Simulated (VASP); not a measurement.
Write the native input for VASP 6.6.1 that does the following.

```
Task                   : single point
Functional             : PBE
Potentials or basis    : VASP PAW PBE potentials, release 64 (Fe_sv, O_h)
Cutoff                 : 1340 eV
k mesh                 : 10 × 10 × 9
Occupations            : fermi-dirac, width 0.05 eV
Spin                   : collinear spin, ferromagnetic start
Starting moments       : [3.0, 0.0] μB
Dipole correction      : no
Further INCAR settings : ALGO = Normal; EDIFF = 1e-06; NBANDS = 22
```

The structure of FeO lies in POSCAR:

```
FeO
1.0
    2.9221306101      0.0000000000      0.0000000000
   -1.4610653000      2.5306393451      0.0000000000
    0.0000000000      0.0000000000      2.8518546951
Fe O
1 1
Direct
    0.0000000000      0.0000000000      0.0000000000
    0.6666666667      0.3333333333      0.5000000000
```

The input as run:

INCAR

```
PREC = Accurate
ENCUT = 1340
EDIFF = 1E-6
ISMEAR = -1
SIGMA = 0.05
LREAL = False
LASPH = True
NELM = 200
ALGO = Normal
ISIF = 2
LWAVE = False
LCHARG = False
ISPIN = 2
MAGMOM = 3 0
LORBIT = 11
LMAXMIX = 4
GGA = PE
NBANDS = 22
GGA_COMPAT = False
```

KPOINTS

```
regular mesh
0
Gamma
  10 10 9
```

Potentials or basis: VASP PAW PBE potentials, release 64 (Fe_sv, O_h).

Launch:

```bash
$ cat potpaw_PBE.64/Fe_sv/POTCAR potpaw_PBE.64/O_h/POTCAR > POTCAR
$ mpirun -np 1 vasp_std > vasp.out
```

Results of the run:

| Quantity | Value |
| --- | --- |
| Pressure | -14.0 GPa |
| Band gap on the k mesh | zero (filled and empty bands overlap) |
| Net moment | 4.00 μB per cell |
| Site moments | Fe +3.48; O +0.26 μB |
| Valence electrons inside the program's atomic spheres | Fe 13.57; O 3.33 |

Caveat: the stress differs along the axes, from -18 to -12 GPa; a cell with one magnetic atom can't hold antiferromagnetic order, which such compounds often take; semilocal functionals often make such compounds metallic where correlation or magnetic order opens a gap, which also shifts bond lengths.

It took 2.5 min on 1 thread of Intel(R) Xeon(R) Platinum 8375C CPU @ 2.90GHz (Ice Lake) (shared host), peak memory 0.37 GiB.
